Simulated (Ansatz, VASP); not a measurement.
One calculation of Cu, two programs

Contents of INCAR:

```
PREC = Accurate
ENCUT = 520
EDIFF = 1E-6
ISMEAR = 0
SIGMA = 0.15
LREAL = F
LASPH = T
NELM = 80
ALGO = Normal
ISIF = 2
LWAVE = F
LCHARG = T
GGA = PE
LELF = T
LVHAR = T
NBANDS = 12
```

File KPOINTS:

```
regular mesh
0
Gamma
  22 22 22
```

The input POSCAR:

```
Cu
1.0
    0.0000000000      1.6629000000      1.6629000000
    1.6629000000      0.0000000000      1.6629000000
    1.6629000000      1.6629000000      0.0000000000
Cu
1
Direct
    0.0000000000      0.0000000000      0.0000000000
```

Input for Ansatz:

```yaml
crystal:
  lattice:
    - [0.0, 1.6629, 1.6629]
    - [1.6629, 0.0, 1.6629]
    - [1.6629, 1.6629, 0.0]
  atoms:
    - { symbol: Cu, position: [0.0, 0.0, 0.0] }
basis:
  ecutwfc: 420
kpoints:
  mp_grid: { grid: [22, 22, 22] }
hamiltonian:
  xc: pbe
scf:
  occupations: { method: gaussian, width: 0.15 }
output:
  forces: true
  stress: true
  eigenvalues: true
```

Change from the starting cell: strain -0.080 along x and y, -0.080 along z, atoms carried along.

Alike in both runs: task single point; functional PBE; k mesh 22 × 22 × 22; occupations gaussian, width 0.15 eV; no spin polarisation.

|  | VASP | Ansatz |
| --- | --- | --- |
| version | VASP 6.6.1 | Ansatz 0.2.0 |
| potentials or method | VASP PAW PBE potentials, release 64 (Cu), cutoff 520 eV | scalar-relativistic, plane waves, PAW |
| valence electrons in the cell | 11 | 19 |

Ansatz gave:

- gap on the k mesh at the Fermi level (eV): none
- pressure (GPa): 71.2

Q: Estimate VASP's values.

A: gap on the k mesh at the Fermi level (eV): none; pressure (GPa): 71.8.

A gap of «none» marks a metal or a gap that the smearing closes. Both programs put the cell under a high pressure, so it lies far from rest at this level. With one functional, cell and mesh, what is left measures potentials, basis and numerics. VASP's potentials hold 11 valence electrons a cell and Ansatz's 19, so a difference there can come from the potentials and not from the codes.

Noted on VASP's run: the cell as given lies far from equilibrium.
